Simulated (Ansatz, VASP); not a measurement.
**Two plane-wave programs on KBr**

```
K Br
1.0
     0.00000    3.30244    3.30244
     3.30244    0.00000    3.30244
     3.30244    3.30244    0.00000
K Br
1 1
Direct
  0.00000 0.00000 0.00000
  0.50000 0.50000 0.50000
```

Alike in both runs: task single point; functional PBEsol; k mesh 4 × 4 × 4; occupations tetrahedron; no spin polarisation.

```csv
,VASP,Ansatz
version,VASP 6.6.1,Ansatz 0.2.0
potentials or method,"VASP PAW PBE potentials, release 64 (K_sv, Br)",plane waves
plane-wave cutoff (eV),520,420
valence electrons in the cell,16,16
```

VASP gave:

* gap on the k mesh at the Fermi level (eV): 4.27
* pressure (GPa): -0.3

Q: What did Ansatz give for the same quantities?

A: gap on the k mesh at the Fermi level (eV): 4.28; pressure (GPa): -0.4.

VASP's potentials were made for PBE, not for PBEsol. Ansatz's warnings: band table not solved further, tetrahedron derivatives may miss energy slope.
